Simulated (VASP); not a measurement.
# LaScF2: single point with PBE

Crystal: LaScF2.

```
La Sc F
1.0
     4.59602    0.00000    0.00000
     0.00000    4.59602    0.00000
     0.00000    0.00000    7.16978
La Sc F
1 1 2
Direct
  0.00000 0.00000 0.50000
  0.50000 0.50000 0.50000
  0.50000 0.50000 0.23179
  0.50000 0.50000 0.76821
```

The cell was generated, and may not be a known phase.

```
Program             : VASP 6.6.1
Task                : single point
Functional          : PBE
Potentials or basis : VASP PAW PBE potentials, release 64 (La, Sc_sv, F)
Cutoff              : 600 eV
k mesh              : 4 × 4 × 4
Occupations         : gaussian, width 0.1 eV
Spin                : collinear spin
Starting moments    : [0.0, 1.0, 0.0, 0.0] μB
```

| Item | Value |
| --- | --- |
| Pressure | 0.3 GPa |
| Largest force | 0.129 eV/Å |
| Net moment | 0.49 μB per cell |
| Site moments | La +0.14; Sc +0.16; F -0.00 μB |
| Valence electrons inside the program's atomic spheres | La 8.52; Sc 9.65; F 6.06 |

Forces on the atoms (eV/Å):
```
La   0.000  0.000  0.000
Sc   0.000  0.000  0.000
F    0.000  0.000 -0.129
F    0.000  0.000  0.129
```

Stress tensor (GPa, compression positive):
```
-0.06  0.00  0.00
 0.00 -0.06  0.00
 0.00  0.00  0.89
```

Levels at points of the mesh, in eV from the Fermi level:
Spin up:
| k point | band 14 | band 15 | band 16 | band 17 | band 18 | band 19 | band 20 | band 21 | band 22 | band 23 |
| --- | --- | --- | --- | --- | --- | --- | --- | --- | --- | --- |
| (0.00, 0.00, 0.00) | -4.74 | -4.74 | -4.28 | -2.56 | -1.53 | -0.61 | 0.68 | 0.74 | 0.83 | 0.83 |
| (0.50, 0.00, 0.00) | -4.95 | -4.77 | -4.28 | -0.67 | -0.12 | 0.55 | 0.57 | 0.59 | 0.74 | 0.85 |
| (0.50, 0.50, 0.00) | -4.85 | -4.85 | -4.27 | -1.25 | 0.12 | 0.67 | 0.67 | 0.75 | 0.75 | 0.84 |
| (0.00, 0.00, 0.50) | -4.70 | -4.70 | -4.56 | -2.54 | -1.53 | -0.61 | 0.74 | 0.83 | 0.83 | 0.87 |
| (0.50, 0.00, 0.50) | -4.90 | -4.73 | -4.55 | -0.66 | -0.11 | 0.47 | 0.57 | 0.59 | 0.74 | 0.85 |
| (0.50, 0.50, 0.50) | -4.80 | -4.80 | -4.54 | -1.25 | 0.12 | 0.66 | 0.66 | 0.75 | 0.75 | 0.84 |
Spin down:
| k point | band 15 | band 16 | band 17 | band 18 | band 19 | band 20 |
| --- | --- | --- | --- | --- | --- | --- |
| (0.00, 0.00, 0.00) | -4.74 | -4.28 | -2.34 | -1.41 | -0.23 | 0.73 |
| (0.50, 0.00, 0.00) | -4.76 | -4.28 | -0.50 | 0.03 | 0.64 | 0.65 |
| (0.50, 0.50, 0.00) | -4.85 | -4.27 | -0.93 | 0.47 | 0.76 | 0.76 |
| (0.00, 0.00, 0.50) | -4.70 | -4.56 | -2.32 | -1.41 | -0.23 | 0.75 |
| (0.50, 0.00, 0.50) | -4.72 | -4.55 | -0.49 | 0.04 | 0.55 | 0.65 |
| (0.50, 0.50, 0.50) | -4.80 | -4.54 | -0.93 | 0.47 | 0.75 | 0.75 |

It took 8.5 min on 1 thread of Intel Xeon 8259CL (shared host), peak memory 0.48 GiB.

Caveat: a moment this small can come from the mesh or the smearing; spin-orbit coupling is left out, which moves the levels of the heavy elements.
